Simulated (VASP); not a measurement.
Input of a VASP 6.6.1 run:

The input INCAR:

```
SYSTEM = Sn
PREC = Accurate
ENCUT = 520
EDIFF = 1E-6
ISMEAR = -1
SIGMA = 0.05
LREAL = .False.
LASPH = .True.
NELM = 80
ALGO = Normal
ISIF = 2
LWAVE = .False.
LCHARG = .False.
NBANDS = 13
```

Contents of KPOINTS:

```
Automatic mesh
0
Gamma
  10 10 10
  0 0 0
```

File POSCAR:

```
Sn
1.0
   -1.8946518192      1.8946518192      1.8946518192
    1.8946518192     -1.8946518192      1.8946518192
    1.8946518192      1.8946518192     -1.8946518192
Sn
1
Direct
    0.0000000000      0.0000000000      0.0000000000
```

Potentials or basis: VASP PAW LDA potentials, release 64 (Sn_d).

Run with:

```console
$ cat potpaw_LDA.64/Sn_d/POTCAR > POTCAR
$ mpirun -np 1 vasp_std > vasp.out
```

Problem. What does it give for the pressure?

Solution. -3.5 GPa.

Problem. Estimate the band gap on the k mesh.

Solution. Zero (band 7 reaches 15.62 eV, above the bottom of band 8 at 5.56 eV).

Caveat: spin-orbit coupling is left out, which moves the levels of the heavy elements.
